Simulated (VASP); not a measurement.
Write the native input for VASP 6.6.1 that does the following.

```
Task                   : single point
Functional             : PBE
Potentials or basis    : VASP PAW PBE potentials, release 64 (Li_sv, Cl)
Cutoff                 : 750 eV
k mesh                 : 5 × 5 × 5
Occupations            : gaussian, width 0.01 eV
Spin                   : no spin polarisation
Dipole correction      : no
Further INCAR settings : ALGO = Normal; EDIFF = 1e-06; NBANDS = 12
```

The structure of LiCl lies in POSCAR:

```
LiCl
1.0
    0.0000000000      2.5647700000      2.5647700000
    2.5647700000      0.0000000000      2.5647700000
    2.5647700000      2.5647700000      0.0000000000
Li Cl
1 1
Direct
    0.0000000000      0.0000000000      0.0000000000
    0.5000000000      0.5000000000      0.5000000000
```

The input as run:

INCAR

```
ALGO = Normal ; EDIFF = 1E-6
ENCUT = 750 ; GGA = PE
GGA_COMPAT = F ; ISIF = 2
ISMEAR = 0 ; LASPH = T
LCHARG = F ; LREAL = F
LWAVE = F ; NBANDS = 12
NELM = 120 ; PREC = Accurate
SIGMA = 0.01
```

KPOINTS

```
k-points
0
Gamma
  5 5 5
```

Potentials or basis: VASP PAW PBE potentials, release 64 (Li_sv, Cl).

Command:

```console
$ cat potpaw_PBE.64/Li_sv/POTCAR potpaw_PBE.64/Cl/POTCAR > POTCAR
$ mpirun -np 1 vasp_std > vasp.out
```

It gave:

The pressure is 0.3 GPa and the band gap on the k mesh is 6.33 eV, direct.

Caveat: the k points lie up to 0.42 Å⁻¹ apart.

Run time: 7.7 s on 1 thread of Intel Xeon 8259CL (shared host), peak memory 0.17 GiB.
